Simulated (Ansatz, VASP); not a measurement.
Two plane-wave programs on Hf

```
Hf
1.0
     3.12075    0.00000    0.00000
    -1.56038    2.70265    0.00000
     0.00000    0.00000    4.93878
Hf
2
Direct
  0.33333 0.66667 0.25000
  0.66667 0.33333 0.75000
```

Alike in both runs: functional LDA; k mesh 15 × 15 × 8; occupations gaussian, width 0.1 eV; no spin polarisation.

Ansatz relaxed the structure, and its values are those at the end. VASP's run is a single point on that final structure, the one shown.

```csv
,VASP,Ansatz
version,VASP 6.6.1,Ansatz 0.2.0
potentials or method,"VASP PAW LDA potentials, release 64 (Hf_pv), cutoff 520 eV","scalar-relativistic, plane waves, PAW"
valence electrons in the cell,20,52
```

```csv
,VASP,Ansatz,Ansatz less VASP
gap on the k mesh at the Fermi level (eV),none,none,-
pressure (GPa),0.1,0.0,-0.08
```

LDA's correlation is that of Perdew and Zunger in VASP and of Perdew and Wang (1992) in Ansatz. A gap of «none» marks a metal or a gap that the smearing closes. VASP's potentials hold 20 valence electrons a cell and Ansatz's 52, so a difference there can come from the potentials and not from the codes.

Spin-orbit coupling is off throughout.
